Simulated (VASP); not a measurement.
Input of a VASP 6.6.1 run:

The input INCAR:

```
SYSTEM = SiC3
PREC = Accurate ; ENCUT = 520
EDIFF = 1E-6 ; ISMEAR = 0
SIGMA = 0.01 ; LREAL = .FALSE.
LASPH = .TRUE. ; NELM = 60
ALGO = Normal ; ISIF = 2
LWAVE = .FALSE. ; LCHARG = .FALSE.
GGA = PE ; NBANDS = 16
```

KPOINTS

```
Automatic mesh
0
G
  6 6 6
  0 0 0
```

Contents of POSCAR:

```
SiC3
1.0
    1.4154339599      0.8172011778      4.6700734301
   -1.4154339599      0.8172011778      4.6700734301
    0.0000000000     -1.6344023556      4.6700734300
C Si
3 1
Direct
    1.0082378924      0.0082378924      0.0082378924
    0.4889604674      0.4889604674      0.4889604674
    0.3791724033      0.3791724033      0.3791724033
    0.8736292368      0.8736292368      0.8736292368
```

Potentials or basis: VASP PAW PBE potentials, release 64 (C, Si).

Launch:

```sh
$ cat potpaw_PBE.64/C/POTCAR potpaw_PBE.64/Si/POTCAR > POTCAR
$ mpirun -np 1 vasp_std > vasp.out
```

Problem. Predict the largest force.

Solution. 0.293 eV/Å.

Problem. What does it give for the pressure?

Solution. 3.4 GPa.

Problem. What does it give for the band gap on the k mesh?

Solution. 1.58 eV, indirect (least direct gap 3.20 eV).

Stress tensor (GPa, compression positive):
```
3.21 0.00 0.00
0.00 3.21 0.00
0.00 0.00 3.79
```

Caveat: the k points lie up to 0.43 Å⁻¹ apart. A k mesh can miss the band edges.
